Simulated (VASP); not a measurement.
# Ta2P3Au (P-6m2) in VASP: further runs

Ta2P3Au is run at these levels: PBE; tasks: single point.

All numbers are computed with VASP 6.6.1; they aren't measurements. Logs are shortened: lines on timing, memory, paths and dates and some standing lists are left out, and cuts for length are marked.

**1. The cell of the first run**

The structure is hexagonal, space group P-6m2 (No. 187). The conventional cell has a = 4.103 Å, b = 4.103 Å, c = 6.712 Å, α = 90.00°, β = 90.00°, γ = 120.00°. Ta (site symmetry 3m) has 1 Ta at 2.65 Å and 9 P at 2.71 to 3.12 Å and 3 Au at 3.12 Å within 3.5 Å. Within 3.1 Å of P (site symmetry -6m2) lie 3 P at 2.37 Å and 6 Ta at 2.71 Å. P (site symmetry -6m2) has 3 Au at 2.37 Å within 3.1 Å. Within 3.1 Å of P (site symmetry -6m2) lie 3 P at 2.37 Å and 6 Ta at 2.71 Å. Within 3.1 Å of Au (site symmetry -6m2) lie 3 P at 2.37 Å.

**2. Single point, PBE**

INCAR

```
SYSTEM = Ta2P3Au
ALGO = Normal
EDIFF = 1E-6
ENCUT = 520
GGA = PE
ISIF = 2
ISMEAR = 0
LASPH = .True.
LCHARG = .False.
LREAL = .False.
LWAVE = .False.
NBANDS = 33
NELM = 80
PREC = Accurate
SIGMA = 0.1
```

KPOINTS

```
k-points
0
Gamma
  6 6 2
  0 0 0
```

POSCAR

```
Ta2P3Au
1.0
    4.1032573557      0.0000000000      0.0000000000
   -2.0516286778      3.5535251083      0.0000000000
    0.0000000000      0.0000000000      6.7120307377
Ta P Au
2 3 1
Direct
    0.6666666667      0.3333333333      0.3025593060
    0.6666666667      0.3333333333      0.6974406940
    0.0000000000      0.0000000000      0.5000000000
    0.3333333333      0.6666666667      0.0000000000
    0.3333333333      0.6666666667      0.5000000000
    0.0000000000      0.0000000000      0.0000000000
```

Potentials or basis: VASP PAW PBE potentials, release 64 (Ta_pv, P, Au).

Run with:

```
> cat potpaw_PBE.64/Ta_pv/POTCAR potpaw_PBE.64/P/POTCAR potpaw_PBE.64/Au/POTCAR > POTCAR
> mpirun -np 1 vasp_std > vasp.out
```

OUTCAR:

```text
SYSTEM = Ta2P3Au
   EDIFF = 1E-6
   ENCUT = 520
   GGA = PE
   ISIF = 2
   ISMEAR = 0
   LASPH = .True.
   LREAL = .False.
   NELM = 80
   PREC = Accurate

 ion  position               nearest neighbor table
   1  0.667  0.333  0.303-   2 2.65   3 2.71   5 2.71   5 2.71   3 2.71   3 2.71   5 2.71   6 3.12
                             4 3.12   4 3.12   6 3.12   6 3.12   4 3.12
   2  0.667  0.333  0.697-   1 2.65   3 2.71   5 2.71   5 2.71   3 2.71   3 2.71   5 2.71   6 3.12
                             4 3.12   4 3.12   6 3.12   6 3.12   4 3.12
   3  0.000  0.000  0.500-   5 2.37   5 2.37   5 2.37   1 2.71   2 2.71   2 2.71   1 2.71   2 2.71
                             1 2.71
   4  0.333  0.667  0.000-   6 2.37   6 2.37   6 2.37   1 3.12   2 3.12   1 3.12   2 3.12   1 3.12
                             2 3.12
   5  0.333  0.667  0.500-   3 2.37   3 2.37   3 2.37   1 2.71   2 2.71   1 2.71   2 2.71   1 2.71
                             2 2.71
   6  0.000  0.000  0.000-   4 2.37   4 2.37   4 2.37   1 3.12   2 3.12   2 3.12   1 3.12   2 3.12
                             1 3.12

  LATTYP: Found a hexagonal cell.
 ALAT       =     4.1032573557
 C/A-ratio  =     1.6357810773

  Lattice vectors:

 A1 = (   4.1032573557,   0.0000000000,   0.0000000000)
 A2 = (  -2.0516286778,   3.5535251083,   0.0000000000)
 A3 = (   0.0000000000,   0.0000000000,   6.7120307377)

Analysis of symmetry for initial positions (statically):
=====================================================================
 Subroutine PRICEL returns:
 Original cell was already a primitive cell.

 Routine SETGRP: Setting up the symmetry group for a
 hexagonal supercell.

 Subroutine GETGRP returns: Found 12 space group operations
 (whereof 12 operations were pure point group operations)
 out of a pool of 24 trial point group operations.

The static configuration has the point symmetry D_3h.

Analysis of symmetry for dynamics (positions and initial velocities):
=====================================================================
 Subroutine PRICEL returns:
 Original cell was already a primitive cell.

 Routine SETGRP: Setting up the symmetry group for a
 hexagonal supercell.

 Subroutine GETGRP returns: Found 12 space group operations
 (whereof 12 operations were pure point group operations)
 out of a pool of 24 trial point group operations.

The dynamic configuration has the point symmetry D_3h.

 Subroutine INISYM returns: Found 12 space group operations
 (whereof 12 operations are pure point group operations),
 and found     1 'primitive' translations

----------------------------------------------------------------------------------------

                                     Primitive cell

  volume of cell :      97.8683

  direct lattice vectors                    reciprocal lattice vectors
     4.103257356  0.000000000  0.000000000     0.243708818  0.140705352  0.000000000
    -2.051628678  3.553525108  0.000000000     0.000000000  0.281410703  0.000000000
     0.000000000  0.000000000  6.712030738     0.000000000  0.000000000  0.148986207

  length of vectors
     4.103257356  4.103257356  6.712030738     0.281410703  0.281410703  0.148986207

  position of ions in fractional coordinates (direct lattice)
     0.666666667  0.333333333  0.302559306
     0.666666667  0.333333333  0.697440694
     0.000000000  0.000000000  0.500000000
     0.333333333  0.666666667  0.000000000
     0.333333333  0.666666667  0.500000000
     0.000000000  0.000000000  0.000000000

  ion indices of the primitive-cell ions
   primitive index   ion index
                 1           1
                 2           2
                 3           3
                 4           4
                 5           5
                 6           6

----------------------------------------------------------------------------------------

 KPOINTS: k-points

Automatic generation of k-mesh.
 Grid dimensions read from file:
 generate k-points for:    6    6    2

 Generating k-lattice:

  Cartesian coordinates                     Fractional coordinates (reciprocal lattice)
     0.040618136  0.023450892  0.000000000     0.166666667  0.000000000  0.000000000
     0.000000000  0.046901784  0.000000000     0.000000000  0.166666667  0.000000000
     0.000000000  0.000000000  0.074493103     0.000000000  0.000000000  0.500000000

  Length of vectors
     0.046901784  0.046901784  0.074493103

  Shift w.r.t. Gamma in fractional coordinates (k-lattice)
     0.000000000  0.000000000  0.000000000

 Subroutine IBZKPT returns following result:
 ===========================================

 Found     14 irreducible k-points:

 Following reciprocal coordinates:
            Coordinates               Weight
  0.000000  0.000000  0.000000      1.000000
  0.166667  0.000000  0.000000      6.000000
  0.333333  0.000000  0.000000      6.000000
  0.500000  0.000000  0.000000      3.000000
  0.166667  0.166667  0.000000      6.000000
  0.333333  0.166667  0.000000     12.000000
  0.333333  0.333333  0.000000      2.000000
  0.000000  0.000000  0.500000      1.000000
  0.166667  0.000000  0.500000      6.000000
  0.333333  0.000000  0.500000      6.000000
  0.500000  0.000000  0.500000      3.000000
  0.166667  0.166667  0.500000      6.000000
  0.333333  0.166667  0.500000     12.000000
  0.333333  0.333333  0.500000      2.000000
   k-points           NKPTS =     14   k-points in BZ     NKDIM =     14   number of bands    NBANDS=     33
   number of dos      NEDOS =    301   number of ions     NIONS =      6
   total plane-waves  NPLWV =  51200
   dimension x,y,z NGX =    32 NGY =   32 NGZ =   50
   dimension x,y,z NGXF=    64 NGYF=   64 NGZF=  100
   ions per type =               2   3   1
   NGX,Y,Z   is equivalent  to a cutoff of  12.96, 12.96, 12.38 a.u.
   NGXF,Y,Z  is equivalent  to a cutoff of  25.93, 25.93, 24.77 a.u.
 SYSTEM =  Ta2P3Au
   PREC   = accura    normal or accurate (medium, high low for compatibility)
   ISTART =      0    job   : 0-new  1-cont  2-samecut
   ICHARG =      2    charge: 1-file 2-atom 10-const
   ISPIN  =      1    spin polarized calculation?
   LNONCOLLINEAR =      F non collinear calculations
   LSORBIT =      F    spin-orbit coupling
   LASPH  =      T    aspherical Exc in radial PAW
   ENCUT  =  520.0 eV  38.22 Ry    6.18 a.u.   7.63  7.63 12.48*2*pi/ulx,y,z
   NELM   =     80;   NELMIN=  2; NELMDL= -5     # of ELM steps
   EDIFF  = 0.1E-05   stopping-criterion for ELM
   LREAL  =      F    real-space projection
   EDIFFG = 0.1E-04   stopping-criterion for IOM
   NSW    =      0    number of steps for IOM
   IBRION =     -1    ionic relax: 0-MD 1-quasi-New 2-CG
   NFREE  =      0    steps in history (QN), initial steepest desc. (CG)
   ISIF   =      2    stress and relaxation
   ISYM   =      2    0-nonsym 1-usesym 2-fastsym
   POTIM  = 0.5000    time-step for ionic-motion
   TEBEG  =    0.0;   TEEND  =   0.0 temperature during run
   PSTRESS=    0.0 pullay stress
   NELECT =      48.0000    total number of electrons
   NUPDOWN=      -1.0000    fix difference up-down
   EMIN   =  10.00;   EMAX   =-10.00  energy-range for DOS
   EFERMI =   0.00;   METHOD = LEGACY
   ISMEAR =     0;   SIGMA  =   0.10  broadening in eV -4-tet -1-fermi 0-gaus
   EFERMI_NEDOS =   21; number of points for ismear=-14 and -15
   IALGO  =     38    algorithm
   IMIX   =      4    mixing-type and parameters
     AMIX     =   0.40;   BMIX     =  1.00
     AMIX_MAG =   1.60;   BMIX_MAG =  1.00
  volume/ion in A,a.u.               =      16.31       110.07
  Fermi-wavevector in a.u.,A,eV,Ry     =   1.291045  2.439720 22.678135  1.666796
  Thomas-Fermi vector in A             =   2.422839
   LORBIT       =      0    0 simple, 1 ext, 2 COOP (PROOUT), +10 PAW based schemes
   GGA     = PE    functional components
   LHFCALC =     F    Hartree Fock is set to
   AEXX    =    0.0000 exact exchange contribution
   IVDW    =     0    specifies the selected vdW correction
   LEPSILON=     F    determine dielectric tensor
   LRPA    =     F    only Hartree local field effects (RPA)
 non-spin polarized calculation
 Gauss-broadening in eV      SIGMA  =   0.10
  energy-cutoff  :      520.00
  volume of cell :       97.87
 maximum number of plane-waves:      2653
 NGX is ok and might be reduce to    32
   NGX = 15   NGY = 15   NGZ = 25

 number of electron      47.9999996 magnetization

 Free energy of the ion-electron system (eV)
  ---------------------------------------------------
  ext. energy  EPLUGINS =         0.00000000
  ---------------------------------------------------
  free energy    TOTEN  =       -41.90576246 eV

  energy without entropy =      -41.88221617  energy(sigma->0) =      -41.89398931

 E-fermi :   8.9769     XC(G=0): -11.9298

 val. band max:        8.9510388326   @ k =   0.3333   0.0000   0.5000
 cond. band min:       9.0038144884   @ k =   0.0000   0.0000   0.0000
 fundamental gap:      0.0527756559
 Fermi energy:         8.9768533898

 k-point     1 :       0.0000    0.0000    0.0000
  band No.  band energies     occupation
      1     -26.6847      2.00000
      2     -26.4323      2.00000
      3     -26.4323      2.00000
      4     -26.3318      2.00000
      5     -26.3318      2.00000
      6     -25.9078      2.00000
[... 25 lines left out ...]
     32      12.3621      0.00000
     33      12.3621      0.00000

 k-point     2 :       0.1667    0.0000    0.0000
  band No.  band energies     occupation
      1     -26.6825      2.00000
      2     -26.4419      2.00000
      3     -26.4346      2.00000
      4     -26.3388      2.00000
      5     -26.3336      2.00000
      6     -25.9072      2.00000
[... 25 lines left out ...]
     32      12.6375      0.00000
     33      13.0645      0.00000
[... 394 lines left out ...]
     32      12.0763      0.00000
     33      13.1093      0.00000

 k-point    14 :       0.3333    0.3333    0.5000
  band No.  band energies     occupation
      1     -26.6660      2.00000
      2     -26.4582      2.00000
      3     -26.4576      2.00000
      4     -26.3527      2.00000
      5     -26.3524      2.00000
      6     -25.9154      2.00000
[... 25 lines left out ...]
     32      12.2490      0.00000
     33      13.5700      0.00000

------------------------ aborting loop because EDIFF is reached ----------------------------------------

  FORCE on cell =-STRESS in cart. coord.  units (eV):
  Direction    XX          YY          ZZ          XY          YZ          ZX
  --------------------------------------------------------------------------------------
  -------------------------------------------------------------------------------------
  Total       -0.0461508     -0.0461508      0.1612939     -0.0000000     -0.0000000      0.0000000
  in kB       -0.7555231     -0.7555231      2.6405020     -0.0000000     -0.0000000      0.0000000
  external PRESSURE =       0.3764852 kB  Pullay stress =       0.0000000 kB

 VOLUME and BASIS-vectors are now :
 -----------------------------------------------------------------------------
  energy-cutoff  :      520.00
  volume of cell :       97.87
      direct lattice vectors                 reciprocal lattice vectors
     4.103257356  0.000000000  0.000000000     0.243708818  0.140705352  0.000000000
    -2.051628678  3.553525108  0.000000000     0.000000000  0.281410703  0.000000000
     0.000000000  0.000000000  6.712030738     0.000000000  0.000000000  0.148986207

 POSITION                                       TOTAL-FORCE (eV/Angst)
 -----------------------------------------------------------------------------------
      2.05163      1.18451      2.03079         0.000000     -0.000000      0.014925
      2.05163      1.18451      4.68124         0.000000     -0.000000     -0.014925
      0.00000      0.00000      3.35602         0.000000      0.000000      0.000000
     -0.00000      2.36902      0.00000        -0.000000     -0.000000      0.000000
     -0.00000      2.36902      3.35602         0.000000      0.000000      0.000000
      0.00000      0.00000      0.00000         0.000000      0.000000      0.000000
 -----------------------------------------------------------------------------------
    total drift:                                0.000001     -0.000000      0.000000

  FREE ENERGIE OF THE ION-ELECTRON SYSTEM (eV)
  ---------------------------------------------------
  free  energy   TOTEN  =       -41.9057624559 eV

  energy  without entropy=      -41.8822161731  energy(sigma->0) =      -41.89398931
```

Run time: 47 s. Hardware: 1 thread of Intel Xeon Platinum 8375C at 2.90GHz (Ice Lake), shared host; peak memory 0.24 GiB.

Results:

```yaml
Free_energy: -41.9058 eV
Pressure: 0.0 GPa
Largest_force: 0.015 eV/Å
Band_gap_on_the_k_mesh: zero (band 24 reaches 9.39 eV, above the bottom of band 25 at 8.35 eV)
```

Forces on the atoms (eV/Å):
```
Ta   0.000  0.000  0.015
Ta   0.000  0.000 -0.015
P    0.000  0.000  0.000
P    0.000  0.000  0.000
P    0.000  0.000  0.000
Au   0.000  0.000  0.000
```

Levels at points of the mesh, in eV from the Fermi level:
```
           k point  band 21  band 22  band 23  band 24  band 25  band 26  band 27  band 28
(0.00, 0.00, 0.00)    -2.35    -1.00    -1.00    -0.09    -0.09     0.03     0.43     1.56
(0.50, 0.00, 0.00)    -1.66    -1.14    -1.13     0.41     0.68     0.73     1.57     1.59
(0.00, 0.00, 0.50)    -2.01    -1.86    -1.86    -1.00     0.91     0.91     1.16     1.43
(0.50, 0.00, 0.50)    -2.95    -1.11    -0.82    -0.41     0.31     0.52     0.71     1.27
```

Caveat: the k points lie up to 0.47 Å⁻¹ apart; spin-orbit coupling is left out, which moves the levels of the heavy elements.

**3. Single point, PBE**

This run uses another cell than the first one, of 20.51 Å³/atom, 1.258 times its volume.

INCAR

```
PREC = Accurate ; ENCUT = 520
EDIFF = 1E-6 ; ISMEAR = 0
SIGMA = 0.1 ; LREAL = F
LASPH = T ; NELM = 60
ALGO = Normal ; ISIF = 2
LWAVE = F ; LCHARG = F
GGA = PE ; NBANDS = 33
```

KPOINTS

```
Automatic mesh
0
Gamma
  6 6 2
```

POSCAR

```
Ta2P3Au
1.0
    4.0749286800      0.0000000000      0.0000000000
   -2.0374643400      3.5289917600      0.0000000000
    0.0000000000      0.0000000000      8.5590308400
Ta P Au
2 3 1
Direct
    0.6666666700      0.3333333300      0.2478670000
    0.6666666700      0.3333333300      0.7521330000
    0.0000000000      0.0000000000      0.5000000000
    0.3333333300      0.6666666700      0.0000000000
    0.3333333300      0.6666666700      0.5000000000
    0.0000000000      0.0000000000      0.0000000000
```

Potentials or basis: VASP PAW PBE potentials, release 64 (Ta_pv, P, Au).

Run with:

```
> cat potpaw_PBE.64/Ta_pv/POTCAR potpaw_PBE.64/P/POTCAR potpaw_PBE.64/Au/POTCAR > POTCAR
> mpirun -np 1 vasp_std > vasp.out
```

Run time: 60 s. Hardware: 1 thread of Intel Xeon Platinum 8375C at 2.90GHz (Ice Lake), shared host; peak memory 0.25 GiB.

Results (log left out):

```
Free energy            : -36.8867 eV
Pressure               : -15.7 GPa
Largest force          : 0.320 eV/Å
Band gap on the k mesh : zero (band 24 reaches 7.20 eV, above the bottom of band 25 at 6.05 eV)
```

Forces on the atoms (eV/Å):
```
Ta   0.000  0.000  0.320
Ta   0.000  0.000 -0.320
P    0.000  0.000  0.000
P    0.000  0.000  0.000
P    0.000  0.000  0.000
Au   0.000  0.000  0.000
```

Stress tensor (GPa, compression positive):
```
-10.47   0.00   0.00
  0.00 -10.47   0.00
  0.00   0.00 -26.06
```

Levels at points of the mesh, in eV from the Fermi level:
```
           k point  band 20  band 21  band 22  band 23  band 24  band 25  band 26  band 27  band 28  band 29
(0.00, 0.00, 0.00)    -1.66    -1.66    -0.95    -0.76    -0.76    -0.52    -0.52     0.00     0.26     0.26
(0.50, 0.00, 0.00)    -3.22    -2.60    -0.78    -0.05    -0.03     0.68     0.72     0.76     0.90     0.91
(0.00, 0.00, 0.50)    -1.61    -1.23    -1.23    -0.97    -0.85    -0.03    -0.03     0.19     0.19     0.21
(0.50, 0.00, 0.50)    -3.10    -2.56    -1.79    -0.39     0.63     0.67     0.87     0.88     0.95     1.00
```

Caveat: the k points lie up to 0.37 Å⁻¹ apart; spin-orbit coupling is left out, which moves the levels of the heavy elements.

**4. Single point, PBE**

INCAR

```
PREC = Accurate
ENCUT = 520
EDIFF = 1E-6
ISMEAR = 0
SIGMA = 0.1
LREAL = False
LASPH = True
NELM = 100
ALGO = Normal
ISIF = 2
LWAVE = False
LCHARG = False
GGA = PE
NBANDS = 33
```

KPOINTS

```
regular mesh
0
Gamma
  6 6 4
```

POSCAR

```
Ta2P3Au
1.0
    4.1110249300      0.0000000000      0.0000000000
   -2.0555124650      3.5602520250      0.0000000000
    0.0000000000      0.0000000000      6.6955693055
Ta P Au
2 3 1
Direct
    0.6666666667      0.3333333333      0.3032867106
    0.6666666667      0.3333333333      0.6967132894
    0.0000000000      0.0000000000      0.5000000000
    0.3333333333      0.6666666667      0.0000000000
    0.3333333333      0.6666666667      0.5000000000
    0.0000000000      0.0000000000      0.0000000000
```

Run with:

```
> cat potpaw_PBE.64/Ta_pv/POTCAR potpaw_PBE.64/P/POTCAR potpaw_PBE.64/Au/POTCAR > POTCAR
> mpirun -np 1 vasp_std > vasp.out
```

Run time: 58 s. Hardware: 1 thread of Intel Xeon Platinum 8375C at 2.90GHz (Ice Lake), shared host; peak memory 0.25 GiB.

The run converged. Its results:

* Free energy: -41.9241 eV
* Pressure: 0.0 GPa
* Largest force: 0.033 eV/Å
* Band gap on the k mesh: zero (band 24 reaches 9.33 eV, above the bottom of band 25 at 8.31 eV)

Forces on the atoms (eV/Å):
```
Ta   0.000  0.000 -0.033
Ta   0.000  0.000  0.033
P    0.000  0.000  0.000
P    0.000  0.000  0.000
P    0.000  0.000  0.000
Au   0.000  0.000  0.000
```

Levels at points of the mesh, in eV from the Fermi level:
```
           k point  band 21  band 22  band 23  band 24  band 25  band 26  band 27  band 28
(0.00, 0.00, 0.00)    -2.37    -1.03    -1.03    -0.16    -0.16    -0.05     0.38     1.55
(0.50, 0.00, 0.00)    -1.67    -1.23    -1.21     0.32     0.64     0.69     1.48     1.57
(0.00, 0.00, 0.50)    -2.07    -1.90    -1.90    -1.08     0.88     0.88     1.11     1.36
(0.50, 0.00, 0.50)    -2.96    -1.19    -0.91    -0.45     0.25     0.43     0.67     1.21
```

Caveat: spin-orbit coupling is left out, which moves the levels of the heavy elements.

**5. The runs side by side**

| cell | k mesh | gap on the mesh (eV) | pressure (GPa) | largest force (eV/Å) |
| --- | --- | --- | --- | --- |
| a = 4.103, b = 4.103, c = 6.712 Å, angles 90.0, 90.0, 120.0°, 6 atoms | 6 × 6 × 2 | none | 0.0 | 0.01 |
| a = 4.075, b = 4.075, c = 8.559 Å, angles 90.0, 90.0, 120.0°, 6 atoms | 6 × 6 × 2 | none | -15.7 | 0.32 |
| a = 4.111, b = 4.111, c = 6.696 Å, angles 90.0, 90.0, 120.0°, 6 atoms | 6 × 6 × 4 | none | 0.0 | 0.03 |

Alike in all rows: task single point; level PBE; potentials or basis VASP PAW PBE potentials, release 64 (Ta_pv, P, Au); no spin polarisation; cutoff (eV) 520; smearing gaussian 0.1 eV.

Caveats: some runs use coarse meshes; spin-orbit coupling is left out, which moves the levels of the heavy elements.

Absolute energies hang on the potentials; compare differences alone.
